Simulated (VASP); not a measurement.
Write the native input for VASP 6.6.1 that does the following.

```yaml
Task: single point
Functional: LDA
Potentials_or_basis: VASP PAW LDA potentials, release 64 (V_sv)
Cutoff: 520 eV
k_mesh: 20 × 20 × 20
Occupations: gaussian, width 0.1 eV
Spin: no spin polarisation
Dipole_correction: no
Further_INCAR_settings: ALGO = Normal; EDIFF = 1e-06; NBANDS = 12
```

The structure of V lies in POSCAR:

```
V
1.0
   -1.4778599271      1.4778599271      1.4778599271
    1.4778599271     -1.4778599271      1.4778599271
    1.4778599271      1.4778599271     -1.4778599271
V
1
Direct
    0.0000000000      0.0000000000      0.0000000000
```

This cell differs from its parent crystal: volume scaled by 1.03.

These files were run (other wordings do the same):

INCAR

```
SYSTEM = V
PREC = Accurate ; ENCUT = 520
EDIFF = 1E-6 ; ISMEAR = 0
SIGMA = 0.1 ; LREAL = .FALSE.
LASPH = .TRUE. ; NELM = 60
ALGO = Normal ; ISIF = 2
LWAVE = .FALSE. ; LCHARG = .TRUE.
GGA = CA ; LELF = .TRUE.
LVHAR = .TRUE. ; NBANDS = 12
```

KPOINTS

```
regular mesh
0
G
  20 20 20
  0 0 0
```

Potentials or basis: VASP PAW LDA potentials, release 64 (V_sv).

The run is started by

```bash
$ cat potpaw_LDA.64/V_sv/POTCAR > POTCAR
$ mpirun -np 1 vasp_std > vasp.out
```

It gave:

The pressure is -5.5 GPa.

Wall time 13 s on 1 thread of Intel(R) Xeon(R) 6975P-C (Granite Rapids), with other jobs on the host, peak memory 0.14 GiB.
